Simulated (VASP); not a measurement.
Here is a VASP 6.6.1 calculation.

File INCAR:

```
SYSTEM = Sn
PREC = Accurate
ENCUT = 520
EDIFF = 1E-7
ISMEAR = -1
SIGMA = 0.15
LREAL = .False.
LASPH = .True.
NELM = 60
ALGO = Normal
ISIF = 2
LWAVE = .False.
LCHARG = .False.
GGA = CA
NBANDS = 13
```

Contents of KPOINTS:

```
regular mesh
0
Gamma
  12 12 12
  0 0 0
```

File POSCAR:

```
Sn
1.0
   -1.7492592239      1.7989121400      2.3691131866
    1.7492592239     -1.7989121400      2.3691131866
    1.7492592239      1.7989121400     -2.3691131866
Sn
1
Direct
    0.0000000000      0.0000000000      0.0000000000
```

Potentials or basis: VASP PAW LDA potentials, release 64 (Sn_d).

Run with:

```sh
$ cat potpaw_LDA.64/Sn_d/POTCAR > POTCAR
$ mpirun -np 1 vasp_std > vasp.out
```

(1) Estimate the band gap on the k mesh.

(2) What does it give for the pressure?

Results:

(1) zero (band 7 reaches 13.41 eV, above the bottom of band 8 at 4.99 eV).

(2) -5.9 GPa.

Caveat: spin-orbit coupling is left out, which moves the levels of the heavy elements.
